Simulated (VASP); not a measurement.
The system is Zr2Pd2Se.

```
Zr Pd Se
1.0
     4.92239    0.00000    0.00000
    -2.46120    4.26292    0.00000
     0.00000    0.00000    4.24676
Zr Pd Se
2 2 1
Direct
  0.33333 0.66667 0.50000
  0.66667 0.33333 0.50000
  0.33333 0.66667 0.00000
  0.66667 0.33333 0.00000
  0.00000 0.00000 0.50000
```

* Program: VASP 6.6.1
* Task: relaxation of cell and atoms
* Functional: PBE
* Potentials or basis: VASP PAW PBE potentials, release 64 (Zr_sv, Pd, Se)
* Cutoff: 600 eV
* k mesh: 6 × 6 × 4
* Occupations: gaussian, width 0.1 eV
* Spin: no spin polarisation

At the start: pressure 47.5 GPa; volume 17.82 Å³/atom.

**Question.** Where does the relaxation end?

**Answer.** Over 9 steps the energy falls by 1058.9 meV/atom and the volume is 22.01 Å³/atom (+23.5 %); space group P6/mmm (No. 191, to 0.05 Å).

The path:
| step | energy change (eV) | largest force (eV/Å) | pressure (GPa) | volume (Å³) |
| --- | --- | --- | --- | --- |
| 1 | 0.0000 | 0.0000 | 47.48 | 89.11 |
| 2 | -1.1967 | 0.0000 | -10.42 | 163.60 |
| 3 | -2.4708 | 0.0000 | -10.39 | 148.77 |
| 4 | -3.5775 | 0.0000 | -9.87 | 136.93 |
| 5 | -5.2832 | 0.0000 | -1.53 | 112.32 |
| 6 | -5.2840 | 0.0000 | -0.43 | 110.97 |
| 7 | -5.2860 | 0.0000 | -0.97 | 111.61 |
| 8 | -5.2943 | 0.0000 | 0.24 | 109.79 |
| 9 | -5.2946 | 0.0000 | 0.06 | 110.06 |

Final structure:
```yaml
crystal:
  lattice:
    - [4.96406, 0.00000, 0.00000]
    - [-2.48203, 4.29900, 0.00000]
    - [0.00000, 0.00000, 5.15731]
  atoms:
    - { symbol: Zr, position: [0.33333, 0.66667, 0.50000] }
    - { symbol: Zr, position: [0.66667, 0.33333, 0.50000] }
    - { symbol: Pd, position: [0.33333, 0.66667, 0.00000] }
    - { symbol: Pd, position: [0.66667, 0.33333, 0.00000] }
    - { symbol: Se, position: [0.00000, 0.00000, 0.50000] }
```

Caveat: the k points lie up to 0.30 Å⁻¹ apart in the final cell; the volume moved by over 15 % at a fixed basis, so the end points are rough.
